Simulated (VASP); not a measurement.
# CdTe (F-43m) in VASP: a series of runs

The runs below take CdTe through single point, with PBE+D4, PBE.

Everything below comes from runs of VASP 6.6.1. Logs are shortened: lines on timing, memory, paths and dates and some standing lists are left out, and cuts for length are marked.

### 1 The cell of the first run

The structure is cubic, space group F-43m (No. 216). Conventional cell: a = 6.428 Å, b = 6.428 Å, c = 6.428 Å, α = 90.00°, β = 90.00°, γ = 90.00°. Within 3.7 Å of Cd (site symmetry -43m) lie 4 Te at 2.78 Å. Within 3.7 Å of Te (site symmetry -43m) lie 4 Cd at 2.78 Å.

### 2 Single point, PBE+D4 (volume scaled by 0.96)

INCAR

```
SYSTEM = CdTe
PREC = Accurate ; ENCUT = 520
EDIFF = 1E-6 ; ISMEAR = 0
SIGMA = 0.05 ; LREAL = .False.
LASPH = .True. ; NELM = 100
ALGO = Normal ; ISIF = 2
LWAVE = .False. ; LCHARG = .False.
GGA = PE ; IVDW = 13
NBANDS = 16
```

KPOINTS

```
regular mesh
0
Gamma
  6 6 6
  0 0 0
```

POSCAR

```
CdTe
1.0
    0.0000000000      3.2137697492      3.2137697492
    3.2137697492      0.0000000000      3.2137697492
    3.2137697492      3.2137697492      0.0000000000
Cd Te
1 1
Direct
    0.0000000000      0.0000000000      0.0000000000
    0.2500000000      0.2500000000      0.2500000000
```

Potentials or basis: VASP PAW PBE potentials, release 64 (Cd, Te).

Command:

```sh
$ cat potpaw_PBE.64/Cd/POTCAR potpaw_PBE.64/Te/POTCAR > POTCAR
$ mpirun -np 1 vasp_std > vasp.out
```

OUTCAR:

```text
SYSTEM = CdTe
   PREC = Accurate
   ENCUT = 520
   EDIFF = 1E-6
   ISMEAR = 0
   LREAL = .False.
   LASPH = .True.
   NELM = 100
   ISIF = 2
   GGA = PE
   IVDW = 13

 ion  position               nearest neighbor table
   1  0.000  0.000  0.000-   2 2.78   2 2.78   2 2.78   2 2.78
   2  0.250  0.250  0.250-   1 2.78   1 2.78   1 2.78   1 2.78

  LATTYP: Found a face centered cubic cell.
 ALAT       =     6.4275394984

  Lattice vectors:

 A1 = (   0.0000000000,   3.2137697492,   3.2137697492)
 A2 = (   3.2137697492,   0.0000000000,   3.2137697492)
 A3 = (   3.2137697492,   3.2137697492,   0.0000000000)

Analysis of symmetry for initial positions (statically):
=====================================================================
 Subroutine PRICEL returns:
 Original cell was already a primitive cell.

 Routine SETGRP: Setting up the symmetry group for a
 face centered cubic supercell.

 Subroutine GETGRP returns: Found 24 space group operations
 (whereof 24 operations were pure point group operations)
 out of a pool of 48 trial point group operations.

The static configuration has the point symmetry T_d .

Analysis of symmetry for dynamics (positions and initial velocities):
=====================================================================
 Subroutine PRICEL returns:
 Original cell was already a primitive cell.

 Routine SETGRP: Setting up the symmetry group for a
 face centered cubic supercell.

 Subroutine GETGRP returns: Found 24 space group operations
 (whereof 24 operations were pure point group operations)
 out of a pool of 48 trial point group operations.

The dynamic configuration has the point symmetry T_d .

 Subroutine INISYM returns: Found 24 space group operations
 (whereof 24 operations are pure point group operations),
 and found     1 'primitive' translations

----------------------------------------------------------------------------------------

                                     Primitive cell

  volume of cell :      66.3857

  direct lattice vectors                    reciprocal lattice vectors
     0.000000000  3.213769749  3.213769749    -0.155580530  0.155580530  0.155580530
     3.213769749  0.000000000  3.213769749     0.155580530 -0.155580530  0.155580530
     3.213769749  3.213769749  0.000000000     0.155580530  0.155580530 -0.155580530

  length of vectors
     4.544956766  4.544956766  4.544956766     0.269473382  0.269473382  0.269473382

  position of ions in fractional coordinates (direct lattice)
     0.000000000  0.000000000  0.000000000
[... 69 lines left out ...]
   EDIFF  = 0.1E-05   stopping-criterion for ELM
   LREAL  =      F    real-space projection
   EDIFFG = 0.1E-04   stopping-criterion for IOM
   NSW    =      0    number of steps for IOM
   IBRION =     -1    ionic relax: 0-MD 1-quasi-New 2-CG
   NFREE  =      0    steps in history (QN), initial steepest desc. (CG)
   ISIF   =      2    stress and relaxation
   ISYM   =      2    0-nonsym 1-usesym 2-fastsym
   POTIM  = 0.5000    time-step for ionic-motion
   TEBEG  =    0.0;   TEEND  =   0.0 temperature during run
   PSTRESS=    0.0 pullay stress
   NELECT =      18.0000    total number of electrons
   NUPDOWN=      -1.0000    fix difference up-down
   EMIN   =  10.00;   EMAX   =-10.00  energy-range for DOS
   EFERMI =   0.00;   METHOD = LEGACY
   ISMEAR =     0;   SIGMA  =   0.05  broadening in eV -4-tet -1-fermi 0-gaus
   EFERMI_NEDOS =   21; number of points for ismear=-14 and -15
   IALGO  =     38    algorithm
   IMIX   =      4    mixing-type and parameters
     AMIX     =   0.40;   BMIX     =  1.00
     AMIX_MAG =   1.60;   BMIX_MAG =  1.00
  volume/ion in A,a.u.               =      33.19       224.00
  Fermi-wavevector in a.u.,A,eV,Ry     =   1.059597  2.002349 15.275897  1.122747
  Thomas-Fermi vector in A             =   2.194949
   LORBIT       =      0    0 simple, 1 ext, 2 COOP (PROOUT), +10 PAW based schemes
   GGA     = PE    functional components
   LHFCALC =     F    Hartree Fock is set to
   AEXX    =    0.0000 exact exchange contribution
   IVDW    =    13    specifies the selected vdW correction
   LEPSILON=     F    determine dielectric tensor
   LRPA    =     F    only Hartree local field effects (RPA)
 non-spin polarized calculation
 Gauss-broadening in eV      SIGMA  =   0.05
  energy-cutoff  :      520.00
  volume of cell :       66.39
 maximum number of plane-waves:      1820
 NGX is ok and might be reduce to    36
   NGX = 17   NGY = 17   NGZ = 17

 number of electron      17.9999994 magnetization

 Free energy of the ion-electron system (eV)
  ---------------------------------------------------
  ext. energy  EPLUGINS =         0.00000000
  ---------------------------------------------------
  free energy    TOTEN  =        -4.73525487 eV

  energy without entropy =       -4.73525487  energy(sigma->0) =       -4.73525487

 E-fermi :   2.8175     XC(G=0):  -8.6941

 val. band max:        2.5797182607   @ k =   0.0000   0.0000   0.0000
 cond. band min:       3.4262674694   @ k =   0.0000   0.0000   0.0000
 fundamental gap:      0.8465492087
 Fermi energy:         2.8174556368

 k-point     1 :       0.0000    0.0000    0.0000
  band No.  band energies     occupation
      1      -8.7388      2.00000
      2      -5.7989      2.00000
      3      -5.7989      2.00000
      4      -5.7989      2.00000
      5      -5.5198      2.00000
      6      -5.5198      2.00000
[... 281 lines left out ...]
      3      -5.6562      2.00000
      4      -5.5714      2.00000
      5      -5.5065      2.00000
      6      -4.9299      2.00000
[... 8 lines left out ...]
     15      13.7467      0.00000
     16      14.0485      0.00000

------------------------ aborting loop because EDIFF is reached ----------------------------------------

  DFT-D4 for vdW energy calculation

  Edisp (eV):   -0.73193

  FORCE on cell =-STRESS in cart. coord.  units (eV):
  Direction    XX          YY          ZZ          XY          YZ          ZX
  --------------------------------------------------------------------------------------
  -------------------------------------------------------------------------------------
  Total       0.81634     0.81634     0.81634    -0.00000     0.00000     0.00000
  in kB      19.70180    19.70180    19.70180    -0.00000     0.00000     0.00000
  external pressure =       19.70 kB  Pullay stress =        0.00 kB

 VOLUME and BASIS-vectors are now :
 -----------------------------------------------------------------------------
  energy-cutoff  :      520.00
  volume of cell :       66.39
      direct lattice vectors                 reciprocal lattice vectors
     0.000000000  3.213769749  3.213769749    -0.155580530  0.155580530  0.155580530
     3.213769749  0.000000000  3.213769749     0.155580530 -0.155580530  0.155580530
     3.213769749  3.213769749  0.000000000     0.155580530  0.155580530 -0.155580530

 POSITION                                       TOTAL-FORCE (eV/Angst)
 -----------------------------------------------------------------------------------
      0.00000      0.00000      0.00000        -0.000000      0.000000     -0.000000
      1.60688      1.60688      1.60688         0.000000     -0.000000      0.000000
 -----------------------------------------------------------------------------------
    total drift:                               -0.000000     -0.000000     -0.000000

  FREE ENERGIE OF THE ION-ELECTRON SYSTEM (eV)
  ---------------------------------------------------
  free  energy   TOTEN  =        -5.4671855152 eV

  energy  without entropy=       -5.4671855152  energy(sigma->0) =       -5.46718552
```

Wall time 35 s (1 thread of Intel Xeon 6975P-C, shared host); peak memory 0.21 GiB.

What came out:

| Item | Value |
| --- | --- |
| Free energy | -5.4672 eV |
| Pressure | 2.0 GPa |
| Band gap on the k mesh | 0.85 eV, direct |
| Dispersion energy per atom | -0.366 eV |

Caveat: the cell differs from its parent crystal (volume scaled by 0.96); spin-orbit coupling is left out, which moves the levels of the heavy elements.

### 3 Single point, PBE

This run uses another cell than the first one, of 32.92 Å³/atom, 0.992 times its volume.

INCAR

```
SYSTEM = CdTe
PREC = Accurate ; ENCUT = 520
EDIFF = 1E-7 ; ISMEAR = -5
SIGMA = 0.1 ; LREAL = .False.
LASPH = .True. ; NELM = 100
ALGO = Normal ; ISIF = 2
LWAVE = .False. ; LCHARG = .False.
GGA = PE ; NBANDS = 16
```

KPOINTS

```
Automatic mesh
0
Gamma
  6 6 6
  0 0 0
```

POSCAR

```
CdTe
1.0
    0.0000000000      3.2049986979      3.2049986979
    3.2049986979      0.0000000000      3.2049986979
    3.2049986979      3.2049986979      0.0000000000
Cd Te
1 1
Direct
    0.0000000000      0.0000000000      0.0000000000
    0.2500000000      0.2500000000      0.2500000000
```

Potentials or basis: VASP PAW PBE potentials, release 64 (Cd, Te).

Command:

```sh
$ cat potpaw_PBE.64/Cd/POTCAR potpaw_PBE.64/Te/POTCAR > POTCAR
$ mpirun -np 1 vasp_std > vasp.out
```

OUTCAR:

```text
SYSTEM = CdTe
   PREC = Accurate
   ENCUT = 520
   EDIFF = 1E-7
   ISMEAR = -5
   LREAL = .False.
   LASPH = .True.
   NELM = 100
   ISIF = 2
   GGA = PE

 ion  position               nearest neighbor table
   1  0.000  0.000  0.000-   2 2.78   2 2.78   2 2.78   2 2.78
   2  0.250  0.250  0.250-   1 2.78   1 2.78   1 2.78   1 2.78

  LATTYP: Found a face centered cubic cell.
 ALAT       =     6.4099973958

  Lattice vectors:

[... 482 lines left out ...]

------------------------ aborting loop because EDIFF is reached ----------------------------------------

  FORCE on cell =-STRESS in cart. coord.  units (eV):
  Direction    XX          YY          ZZ          XY          YZ          ZX
  --------------------------------------------------------------------------------------
  -------------------------------------------------------------------------------------
  Total        1.8134173      1.8134173      1.8134173     -0.0000000      0.0000000      0.0000000
  in kB       44.1260210     44.1260210     44.1260210     -0.0000000      0.0000000      0.0000000
  external PRESSURE =      44.1260210 kB  Pullay stress =       0.0000000 kB

 VOLUME and BASIS-vectors are now :
 -----------------------------------------------------------------------------
  energy-cutoff  :      520.00
  volume of cell :       65.84
      direct lattice vectors                 reciprocal lattice vectors
     0.000000000  3.204998698  3.204998698    -0.156006304  0.156006304  0.156006304
     3.204998698  0.000000000  3.204998698     0.156006304 -0.156006304  0.156006304
     3.204998698  3.204998698  0.000000000     0.156006304  0.156006304 -0.156006304

 POSITION                                       TOTAL-FORCE (eV/Angst)
 -----------------------------------------------------------------------------------
      0.00000      0.00000      0.00000         0.000000      0.000000      0.000000
      1.60250      1.60250      1.60250        -0.000000     -0.000000     -0.000000
 -----------------------------------------------------------------------------------
    total drift:                               -0.000000     -0.000000     -0.000000

  FREE ENERGIE OF THE ION-ELECTRON SYSTEM (eV)
  ---------------------------------------------------
  free  energy   TOTEN  =        -4.7210779185 eV

  energy  without entropy=       -4.7210779185  energy(sigma->0) =       -4.72107792
```

It took 43 s on 1 thread of Intel Xeon 6975P-C, shared host; peak memory 0.21 GiB.

Results:

* Free energy: -4.7211 eV
* Pressure: 4.4 GPa
* Band gap on the k mesh: 0.87 eV, direct

Levels at points of the mesh, in eV from the valence-band top:
```tsv
k point	band 7	band 8	band 9	band 10	band 11	band 12
(0.00, 0.00, 0.00)	0.00	0.00	0.00	0.87	4.57	4.57
(0.50, 0.00, 0.00)	-4.62	-0.83	-0.83	1.85	5.17	5.17
(0.50, 0.50, 0.00)	-4.47	-1.98	-1.98	2.53	2.66	9.03
```

Caveat: spin-orbit coupling is left out, which moves the levels of the heavy elements.
